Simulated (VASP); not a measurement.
Al12Cu6H (a cell with a defect), 19 atoms in the cell. The cell holds a defect, 19 atoms: a = 7.082 Å, b = 7.082 Å, c = 7.083 Å, α = 80.41°, β = 60.00°, γ = 70.53°. 

* Program: VASP 6.6.1
* Task: relaxation of the atoms
* Functional: PBE
* Potentials or basis: VASP PAW PBE potentials, release 64 (Al, Cu, H)
* Cutoff: 520 eV
* k mesh: 1 × 1 × 1
* Occupations: gaussian, width 0.1 eV
* Spin: no spin polarisation
* Dipole correction: no
* Further INCAR settings: LREAL = Auto; ALGO = Fast; EDIFF = 1e-06; IBRION = 2; EDIFFG = -0.025; NSW = 65

Potentials or basis: VASP PAW PBE potentials, release 64 (Al, Cu, H).

Launch:

```bash
$ cat potpaw_PBE.64/Al/POTCAR potpaw_PBE.64/Cu/POTCAR potpaw_PBE.64/H/POTCAR > POTCAR
$ mpirun -np 1 vasp_gam > vasp.out
```

Hardware: 1 thread of Intel Xeon 6975P-C, with other jobs on the host.

Problem. How long does it take, and how much memory?

Solution. Run time: 7.5 min on 1 thread of Intel Xeon 6975P-C (shared host), peak memory 0.42 GiB. Counts: scf iterations 100, k points 1, ion steps 11.
